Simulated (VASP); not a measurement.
Here is a VASP 6.6.1 calculation.

Contents of INCAR:

```
PREC = Accurate
ENCUT = 520
EDIFF = 1E-6
ISMEAR = -1
SIGMA = 0.1
LREAL = F
LASPH = T
NELM = 100
ALGO = Normal
ISIF = 2
LWAVE = F
LCHARG = F
GGA = PE
NBANDS = 11
```

File KPOINTS:

```
regular mesh
0
Gamma
  8 8 8
```

POSCAR

```
Ca
1.0
    0.0000000000      2.7627089163      2.7627089163
    2.7627089163      0.0000000000      2.7627089163
    2.7627089163      2.7627089163      0.0000000000
Ca
1
Direct
    0.0000000000      0.0000000000      0.0000000000
```

Potentials or basis: VASP PAW PBE potentials, release 64 (Ca_sv).

The run is started by

```console
$ cat potpaw_PBE.64/Ca_sv/POTCAR > POTCAR
$ mpirun -np 1 vasp_std > vasp.out
```

Question: Estimate the pressure.

Answer: 0.0 GPa.

Question: Estimate the band gap on the k mesh.

Answer: Zero (band 5 reaches 2.16 eV, above the bottom of band 6 at 1.80 eV).
